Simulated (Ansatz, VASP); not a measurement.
**SrMg: VASP beside Ansatz**

The input INCAR:

```
PREC     = Accurate       # precision mode
ENCUT    = 520            # plane-wave cutoff, eV
EDIFF    = 1E-6           # SCF threshold, eV
ISMEAR   = -1             # smearing method
SIGMA    = 0.05           # smearing width, eV
LREAL    = F              # projectors in reciprocal space
LASPH    = T              # aspherical terms in the spheres
NELM     = 60             # most SCF steps
ALGO     = Normal         # electronic algorithm
ISIF     = 2              # what is computed and relaxed
LWAVE    = F              # write WAVECAR
LCHARG   = F              # write CHGCAR
GGA      = CA             # functional
NBANDS   = 13             # bands
```

The input KPOINTS:

```
Automatic mesh
0
Gamma
  9 9 9
```

The input POSCAR:

```
SrMg
1.0
    3.9000000000      0.0390000000      0.0390000000
    0.0390000000      3.9000000000      0.0390000000
    0.0390000000      0.0390000000      3.9000000000
Sr Mg
1 1
Direct
    0.5000000000      0.5000000000      0.5000000000
    0.0000000000      0.0000000000      0.0000000000
```

Input for Ansatz:

```yaml
crystal:
  lattice:
    - [3.9, 0.039, 0.039]
    - [0.039, 3.9, 0.039]
    - [0.039, 0.039, 3.9]
  atoms:
    - { symbol: Sr, position: [0.5, 0.5, 0.5] }
    - { symbol: Mg, position: [0.0, 0.0, 0.0] }
kpoints:
  mp_grid: { grid: [9, 9, 9] }
  band_path:
    path:
      - [0.0, 0.0, 0.0]
      - [0.5, 0.5, 0.5]
      - [0.5193194925, 0.4806805075, 0.5]
      - [0.5, -0.4806805075, 0.4806805075]
      - [0.5, 0.0, 0.0]
      - [0.0, 0.0, 0.0]
      - [0.4903402537, -0.4903402537, 0.0]
      - [0.5096597463, 0.0, 0.4903402537]
      - [0.5, 0.0, 0.5]
    npoints: 5
scf:
  occupations: { method: fermi_dirac, width: 0.05 }
hamiltonian:
  xc: lda
  pseudopotentials: { kind: all_electron, lapw: { basis_error: 0.0005 } }
output:
  forces: true
  stress: true
  eigenvalues: true
```

Change from the starting cell: equal xy, yz and zx shear strains of +2 %.

Alike in both runs: task single point; functional LDA; k mesh 9 × 9 × 9; occupations fermi-dirac, width 0.05 eV; no spin polarisation.

|  | VASP | Ansatz |
| --- | --- | --- |
| version | VASP 6.6.1 | Ansatz 0.2.0 |
| potentials or method | VASP PAW LDA potentials, release 64 (Sr_sv, Mg), cutoff 520 eV | all-electron LAPW, scalar-relativistic |

Ansatz gave:

```
pressure (GPa)                                                : 3.5
traceless stress, the component that is largest in VASP (GPa) : -0.59
```

Question: Estimate VASP's values.

Answer: Pressure (GPa): 3.3; traceless stress, the component that is largest in VASP (GPa): -0.60.

LDA's correlation is that of Perdew and Zunger in VASP and of Perdew and Wang (1992) in Ansatz. Ansatz ran all-electron here, and VASP with PAW potentials.
